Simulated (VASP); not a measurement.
# NaI (Fm-3m) in VASP: further runs

NaI is run at these levels: LDA, r2SCAN, PBE; tasks: single point.

All numbers are computed with VASP 6.6.1; they aren't measurements. Logs are shortened: lines on timing, memory, paths and dates and some standing lists are left out, and cuts for length are marked.

## (1) The cell of the first run

It takes space group Fm-3m (No. 225, cubic). The conventional cell has a = 6.459 Å, b = 6.459 Å, c = 6.459 Å, α = 90.00°, β = 90.00°, γ = 90.00°. Within 4.2 Å of Na (site symmetry m-3m) lie 6 I at 3.23 Å. Within 4.2 Å of I (site symmetry m-3m) lie 6 Na at 3.23 Å.

## (2) Single point, LDA

Input file INCAR:

```
SYSTEM = NaI
PREC = Accurate ; ENCUT = 520
EDIFF = 1E-6 ; ISMEAR = 0
SIGMA = 0.01 ; LREAL = .False.
LASPH = .True. ; NELM = 100
ALGO = Normal ; ISIF = 2
LWAVE = .False. ; LCHARG = .True.
LELF = .True. ; LVHAR = .True.
NBANDS = 14
```

Input file KPOINTS:

```
regular mesh
0
Gamma
  8 8 8
  0 0 0
```

Input file POSCAR:

```
NaI
1.0
    0.0000000000      3.2296783870      3.2296783870
    3.2296783870      0.0000000000      3.2296783870
    3.2296783870      3.2296783870      0.0000000000
Na I
1 1
Direct
    0.0000000000      0.0000000000      0.0000000000
    0.5000000000      0.5000000000      0.5000000000
```

Potentials or basis: VASP PAW LDA potentials, release 64 (Na_pv, I).

Launch:

```sh
$ cat potpaw_LDA.64/Na_pv/POTCAR potpaw_LDA.64/I/POTCAR > POTCAR
$ mpirun -np 1 vasp_std > vasp.out
```

OUTCAR:

```text
SYSTEM = NaI
   PREC = Accurate
   ENCUT = 520
   EDIFF = 1E-6
   ISMEAR = 0
   LREAL = .False.
   LASPH = .True.
   NELM = 100
   ISIF = 2

 ion  position               nearest neighbor table
   1  0.000  0.000  0.000-
   2  0.500  0.500  0.500-

  LATTYP: Found a face centered cubic cell.
 ALAT       =     6.4593567740

  Lattice vectors:

 A1 = (   0.0000000000,   3.2296783870,   3.2296783870)
 A2 = (   3.2296783870,   0.0000000000,   3.2296783870)
 A3 = (   3.2296783870,   3.2296783870,   0.0000000000)

Analysis of symmetry for initial positions (statically):
=====================================================================
 Subroutine PRICEL returns:
 Original cell was already a primitive cell.

 Routine SETGRP: Setting up the symmetry group for a
 face centered cubic supercell.

 Subroutine GETGRP returns: Found 48 space group operations
 (whereof 48 operations were pure point group operations)
 out of a pool of 48 trial point group operations.

The static configuration has the point symmetry O_h .

Analysis of symmetry for dynamics (positions and initial velocities):
=====================================================================
 Subroutine PRICEL returns:
 Original cell was already a primitive cell.

 Routine SETGRP: Setting up the symmetry group for a
 face centered cubic supercell.

 Subroutine GETGRP returns: Found 48 space group operations
 (whereof 48 operations were pure point group operations)
 out of a pool of 48 trial point group operations.

The dynamic configuration has the point symmetry O_h .

 Subroutine INISYM returns: Found 48 space group operations
 (whereof 48 operations are pure point group operations),
 and found     1 'primitive' translations

----------------------------------------------------------------------------------------

                                     Primitive cell

  volume of cell :      67.3764

  direct lattice vectors                    reciprocal lattice vectors
     0.000000000  3.229678387  3.229678387    -0.154814177  0.154814177  0.154814177
     3.229678387  0.000000000  3.229678387     0.154814177 -0.154814177  0.154814177
     3.229678387  3.229678387  0.000000000     0.154814177  0.154814177 -0.154814177

  length of vectors
     4.567454977  4.567454977  4.567454977     0.268146020  0.268146020  0.268146020

  position of ions in fractional coordinates (direct lattice)
     0.000000000  0.000000000  0.000000000
     0.500000000  0.500000000  0.500000000

  ion indices of the primitive-cell ions
   primitive index   ion index
                 1           1
                 2           2

----------------------------------------------------------------------------------------

 KPOINTS: regular mesh

Automatic generation of k-mesh.
 Grid dimensions read from file:
 generate k-points for:    8    8    8

 Generating k-lattice:

  Cartesian coordinates                     Fractional coordinates (reciprocal lattice)
    -0.019351772  0.019351772  0.019351772     0.125000000  0.000000000  0.000000000
     0.019351772 -0.019351772  0.019351772     0.000000000  0.125000000  0.000000000
     0.019351772  0.019351772 -0.019351772     0.000000000  0.000000000  0.125000000

  Length of vectors
     0.033518252  0.033518252  0.033518252

  Shift w.r.t. Gamma in fractional coordinates (k-lattice)
     0.000000000  0.000000000  0.000000000

 Subroutine IBZKPT returns following result:
 ===========================================

 Found     29 irreducible k-points:

 Following reciprocal coordinates:
            Coordinates               Weight
  0.000000  0.000000  0.000000      1.000000
  0.125000  0.000000  0.000000      8.000000
  0.250000  0.000000  0.000000      8.000000
  0.375000  0.000000  0.000000      8.000000
  0.500000  0.000000  0.000000      4.000000
  0.125000  0.125000  0.000000      6.000000
[... 16 lines left out ...]
  0.500000  0.250000  0.125000     48.000000
 -0.375000  0.250000  0.125000     24.000000
 [... further k-points ...]
   k-points           NKPTS =     29   k-points in BZ     NKDIM =     29   number of bands    NBANDS=     14
   number of dos      NEDOS =    301   number of ions     NIONS =      2
   total plane-waves  NPLWV =  46656
   dimension x,y,z NGX =    36 NGY =   36 NGZ =   36
   dimension x,y,z NGXF=    72 NGYF=   72 NGZF=   72
   ions per type =               1   1
   NGX,Y,Z   is equivalent  to a cutoff of  13.10, 13.10, 13.10 a.u.
   NGXF,Y,Z  is equivalent  to a cutoff of  26.21, 26.21, 26.21 a.u.
 SYSTEM =  NaI
   PREC   = accura    normal or accurate (medium, high low for compatibility)
   ISTART =      0    job   : 0-new  1-cont  2-samecut
   ICHARG =      2    charge: 1-file 2-atom 10-const
   ISPIN  =      1    spin polarized calculation?
   LNONCOLLINEAR =      F non collinear calculations
   LSORBIT =      F    spin-orbit coupling
   LASPH  =      T    aspherical Exc in radial PAW
   ENCUT  =  520.0 eV  38.22 Ry    6.18 a.u.   8.49  8.49  8.49*2*pi/ulx,y,z
   NELM   =    100;   NELMIN=  2; NELMDL= -5     # of ELM steps
   EDIFF  = 0.1E-05   stopping-criterion for ELM
   LREAL  =      F    real-space projection
   EDIFFG = 0.1E-04   stopping-criterion for IOM
   NSW    =      0    number of steps for IOM
   IBRION =     -1    ionic relax: 0-MD 1-quasi-New 2-CG
   NFREE  =      0    steps in history (QN), initial steepest desc. (CG)
   ISIF   =      2    stress and relaxation
   ISYM   =      2    0-nonsym 1-usesym 2-fastsym
   POTIM  = 0.5000    time-step for ionic-motion
   TEBEG  =    0.0;   TEEND  =   0.0 temperature during run
   PSTRESS=    0.0 pullay stress
   NELECT =      14.0000    total number of electrons
   NUPDOWN=      -1.0000    fix difference up-down
   EMIN   =  10.00;   EMAX   =-10.00  energy-range for DOS
   EFERMI =   0.00;   METHOD = LEGACY
   ISMEAR =     0;   SIGMA  =   0.01  broadening in eV -4-tet -1-fermi 0-gaus
   EFERMI_NEDOS =   21; number of points for ismear=-14 and -15
   IALGO  =     38    algorithm
   IMIX   =      4    mixing-type and parameters
     AMIX     =   0.40;   BMIX     =  1.00
     AMIX_MAG =   1.60;   BMIX_MAG =  1.00
  volume/ion in A,a.u.               =      33.69       227.34
  Fermi-wavevector in a.u.,A,eV,Ry     =   0.969650  1.832372 12.792479  0.940221
  Thomas-Fermi vector in A             =   2.099720
   LORBIT       =      0    0 simple, 1 ext, 2 COOP (PROOUT), +10 PAW based schemes
   GGA     = CA    functional components
   LHFCALC =     F    Hartree Fock is set to
   AEXX    =    0.0000 exact exchange contribution
   IVDW    =     0    specifies the selected vdW correction
   LEPSILON=     F    determine dielectric tensor
   LRPA    =     F    only Hartree local field effects (RPA)
 non-spin polarized calculation
 Gauss-broadening in eV      SIGMA  =   0.01
  energy-cutoff  :      520.00
  volume of cell :       67.38
 maximum number of plane-waves:      1839
 NGX is ok and might be reduce to    36
   NGX = 17   NGY = 17   NGZ = 17

 number of electron      14.0000003 magnetization

 Free energy of the ion-electron system (eV)
  ---------------------------------------------------
  ext. energy  EPLUGINS =         0.00000000
  ---------------------------------------------------
  free energy    TOTEN  =        -5.98601885 eV

  energy without entropy =       -5.98601885  energy(sigma->0) =       -5.98601885

 E-fermi :   0.7126     XC(G=0):  -8.1249

 val. band max:        0.6626586092   @ k =   0.0000   0.0000   0.0000
 cond. band min:       4.0244382944   @ k =   0.0000   0.0000   0.0000
 fundamental gap:      3.3617796852
 Fermi energy:         0.7125604907

 k-point     1 :       0.0000    0.0000    0.0000
  band No.  band energies     occupation
      1     -21.7179      2.00000
      2     -21.7179      2.00000
      3     -21.7179      2.00000
      4     -10.4370      2.00000
      5       0.6627      2.00000
      6       0.6627      2.00000
      7       0.6627      2.00000
      8       4.0244      0.00000
      9       8.4602      0.00000
     10       8.4602      0.00000
     11       8.4602      0.00000
     12      10.3393      0.00000
     13      10.3393      0.00000
     14      10.8604      0.00000

 k-point     2 :       0.1250    0.0000    0.0000
  band No.  band energies     occupation
      1     -21.7188      2.00000
      2     -21.7180      2.00000
      3     -21.7180      2.00000
      4     -10.3927      2.00000
      5       0.1707      2.00000
      6       0.6165      2.00000
      7       0.6165      2.00000
      8       4.5683      0.00000
      9       8.0728      0.00000
     10       8.6110      0.00000
     11       8.6110      0.00000
     12       9.8665      0.00000
     13       9.8665      0.00000
     14      11.3616      0.00000

 k-point     3 :       0.2500    0.0000    0.0000
  band No.  band energies     occupation
      1     -21.7208      2.00000
      2     -21.7181      2.00000
      3     -21.7181      2.00000
      4     -10.2819      2.00000
      5      -0.6934      2.00000
      6       0.5105      2.00000
      7       0.5105      2.00000
      8       5.3507      0.00000
      9       7.9948      0.00000
     10       8.4810      0.00000
     11       8.4810      0.00000
     12      10.0802      0.00000
     13      10.0802      0.00000
     14      10.8298      0.00000

 k-point     4 :       0.3750    0.0000    0.0000
  band No.  band energies     occupation
      1     -21.7229      2.00000
      2     -21.7182      2.00000
      3     -21.7182      2.00000
      4     -10.1645      2.00000
      5      -1.3610      2.00000
      6       0.4112      2.00000
      7       0.4112      2.00000
      8       5.5431      0.00000
      9       8.0958      0.00000
     10       8.0958      0.00000
     11       8.7692      0.00000
     12      10.5217      0.00000
     13      11.3088      0.00000
     14      11.3088      0.00000

 k-point     5 :       0.5000    0.0000    0.0000
  band No.  band energies     occupation
      1     -21.7237      2.00000
      2     -21.7183      2.00000
      3     -21.7183      2.00000
      4     -10.1137      2.00000
      5      -1.6068      2.00000
      6       0.3718      2.00000
      7       0.3718      2.00000
      8       5.5248      0.00000
      9       7.9455      0.00000
     10       7.9455      0.00000
     11       9.1814      0.00000
[... 276 lines left out ...]
 k-point    22 :       0.3750    0.2500    0.1250
  band No.  band energies     occupation
      1     -21.7211      2.00000
      2     -21.7191      2.00000
      3     -21.7184      2.00000
      4     -10.2026      2.00000
      5      -0.8440      2.00000
      6       0.0504      2.00000
      7       0.3606      2.00000
      8       6.1323      0.00000
      9       7.2277      0.00000
     10       7.6133      0.00000
     11       9.2407      0.00000
     12       9.7432      0.00000
     13      11.7695      0.00000
     14      12.9749      0.00000

 k-point    23 :       0.5000    0.2500    0.1250
  band No.  band energies     occupation
      1     -21.7222      2.00000
      2     -21.7196      2.00000
      3     -21.7186      2.00000
      4     -10.1102      2.00000
      5      -1.1833      2.00000
      6      -0.2079      2.00000
      7       0.2270      2.00000
      8       6.4823      0.00000
      9       7.0616      0.00000
     10       7.8958      0.00000
     11       8.9958      0.00000
     12      10.7201      0.00000
     13      12.5133      0.00000
     14      12.7612      0.00000

 k-point    24 :      -0.3750    0.2500    0.1250
  band No.  band energies     occupation
      1     -21.7227      2.00000
      2     -21.7196      2.00000
      3     -21.7188      2.00000
      4     -10.0707      2.00000
      5      -1.3232      2.00000
      6      -0.2892      2.00000
      7       0.1575      2.00000
      8       6.5959      0.00000
      9       6.7704      0.00000
     10       8.7703      0.00000
     11       8.7744      0.00000
     12      10.9876      0.00000
     13      11.9007      0.00000
     14      13.1821      0.00000

 [... further k-points ...]
[... 5 lines left out ...]
  --------------------------------------------------------------------------------------
  -------------------------------------------------------------------------------------
  Total       -0.6463993     -0.6463993     -0.6463993      0.0000000      0.0000000      0.0000000
  in kB      -15.3710534    -15.3710534    -15.3710534      0.0000000      0.0000000      0.0000000
  external PRESSURE =     -15.3710534 kB  Pullay stress =       0.0000000 kB

 VOLUME and BASIS-vectors are now :
 -----------------------------------------------------------------------------
  energy-cutoff  :      520.00
  volume of cell :       67.38
      direct lattice vectors                 reciprocal lattice vectors
     0.000000000  3.229678387  3.229678387    -0.154814177  0.154814177  0.154814177
     3.229678387  0.000000000  3.229678387     0.154814177 -0.154814177  0.154814177
     3.229678387  3.229678387  0.000000000     0.154814177  0.154814177 -0.154814177

 POSITION                                       TOTAL-FORCE (eV/Angst)
 -----------------------------------------------------------------------------------
      0.00000      0.00000      0.00000        -0.000000      0.000000     -0.000000
      3.22968      3.22968      3.22968         0.000000     -0.000000      0.000000
 -----------------------------------------------------------------------------------
    total drift:                                0.000000      0.000000      0.000000

  FREE ENERGIE OF THE ION-ELECTRON SYSTEM (eV)
  ---------------------------------------------------
  free  energy   TOTEN  =        -5.9860188476 eV

  energy  without entropy=       -5.9860188476  energy(sigma->0) =       -5.98601885
```

Wall time 43 s (1 thread of Intel Xeon 8259CL, shared host); peak memory 0.18 GiB.

What came out:

| Item | Value |
| --- | --- |
| Free energy | -5.9860 eV |
| Pressure | -1.5 GPa |
| Band gap on the k mesh | 3.36 eV, direct |

Levels at points of the mesh, in eV from the valence-band top:
| k point | band 5 | band 6 | band 7 | band 8 | band 9 | band 10 |
| --- | --- | --- | --- | --- | --- | --- |
| (0.00, 0.00, 0.00) | 0.00 | 0.00 | 0.00 | 3.36 | 7.80 | 7.80 |
| (0.50, 0.00, 0.00) | -2.27 | -0.29 | -0.29 | 4.86 | 7.28 | 7.28 |
| (0.50, 0.50, 0.00) | -1.98 | -0.77 | -0.77 | 4.27 | 5.36 | 9.65 |

Caveat: spin-orbit coupling is left out, which moves the levels of the heavy elements.

## (3) Single point, r2SCAN

POSCAR is that of step 2.

Input file INCAR.step1:

```
PREC = Accurate
ENCUT = 520
ISMEAR = 0
SIGMA = 0.01
LREAL = F
LASPH = T
NELM = 100
NBANDS = 14
GGA = PE
ALGO = Normal
EDIFF = 1E-4
LWAVE = T
LCHARG = F
```

Input file INCAR.step2:

```
PREC = Accurate
ENCUT = 520
EDIFF = 1E-6
ISMEAR = 0
SIGMA = 0.01
LREAL = F
LASPH = T
NELM = 100
ALGO = Normal
ISIF = 2
LWAVE = F
LCHARG = F
METAGGA = R2SCAN
LMIXTAU = T
NBANDS = 14
ISTART = 1
```

Input file KPOINTS:

```
Automatic mesh
0
Gamma
  8 8 8
```

Potentials or basis: VASP PAW PBE potentials, release 64 (Na_pv, I).

Launch:

```sh
$ cat potpaw_PBE.64/Na_pv/POTCAR potpaw_PBE.64/I/POTCAR > POTCAR
$ cp INCAR.step1 INCAR
$ mpirun -np 1 vasp_std > vasp.out
$ cp INCAR.step2 INCAR
$ mpirun -np 1 vasp_std > vasp.out
```

Wall time 3 min (1 thread of Intel Xeon 8259CL, shared host); peak memory 0.22 GiB.

Results (log left out):

```yaml
Free_energy: -31.0859 eV
Pressure: -0.1 GPa
Band_gap_on_the_k_mesh: 4.46 eV, direct
```

Levels at points of the mesh, in eV from the valence-band top:
| k point | band 4 | band 5 | band 6 | band 7 | band 8 | band 9 | band 10 | band 11 |
| --- | --- | --- | --- | --- | --- | --- | --- | --- |
| (0.00, 0.00, 0.00) | -11.36 | 0.00 | 0.00 | 0.00 | 4.46 | 8.47 | 8.47 | 8.47 |
| (0.50, 0.00, 0.00) | -11.02 | -2.21 | -0.30 | -0.30 | 5.70 | 8.08 | 8.08 | 9.83 |
| (0.50, 0.50, 0.00) | -10.94 | -1.96 | -0.77 | -0.77 | 5.23 | 6.01 | 10.77 | 12.19 |

Caveat: the PAW data sets were made with another functional, which shifts forces and pressure a little; spin-orbit coupling is left out, which moves the levels of the heavy elements.

## (4) Single point, PBE, non-collinear spin, zero start, spin-orbit coupling

Input file INCAR:

```
PREC = Accurate
ENCUT = 520
EDIFF = 1E-6
ISMEAR = 0
SIGMA = 0.01
LREAL = F
LASPH = T
NELM = 150
ALGO = Normal
ISIF = 2
LWAVE = F
LCHARG = F
MAGMOM = 0 0 0 0 0 0
LORBIT = 11
LSORBIT = T
GGA_COMPAT = F
LORBMOM = T
GGA = PE
NBANDS = 26
```

KPOINTS is that of step 3.

POSCAR is that of step 3.

Launch:

```sh
$ cat potpaw_PBE.64/Na_pv/POTCAR potpaw_PBE.64/I/POTCAR > POTCAR
$ mpirun -np 1 vasp_ncl > vasp.out
```

Run time: 3.6 min. Hardware: 1 thread of Intel Xeon 8259CL, shared host; peak memory 0.42 GiB.

The run converged. Its results:

```
Free energy                                           : -5.5068 eV
Pressure                                              : 0.6 GPa
Net moment                                            : 0.00 μB per cell
Valence electrons inside the program's atomic spheres : Na 6.01; I 4.35
```

Moments on the atoms (μB; x, y, z):
```
Na  0.00 0.00 0.00
I   0.00 0.00 0.00
```

## (5) Summary

```csv
level,potentials or basis,spin,gap on the mesh (eV),pressure (GPa)
LDA,"VASP PAW LDA potentials, release 64 (Na_pv, I)",off,3.36,-1.5
r2SCAN,"VASP PAW PBE potentials, release 64 (Na_pv, I)",off,4.46,-0.1
PBE,"VASP PAW PBE potentials, release 64 (Na_pv, I)","non-collinear, zero start, SOC",-,0.6
```

Alike in all rows: task single point; cell as given; k mesh 8 × 8 × 8; cutoff (eV) 520; smearing gaussian 0.01 eV.

Caveats: spin-orbit coupling is left out, which moves the levels of the heavy elements (some runs); the PAW data sets were made with another functional, which shifts forces and pressure a little (some runs).

Absolute energies hang on the potentials; compare differences alone.
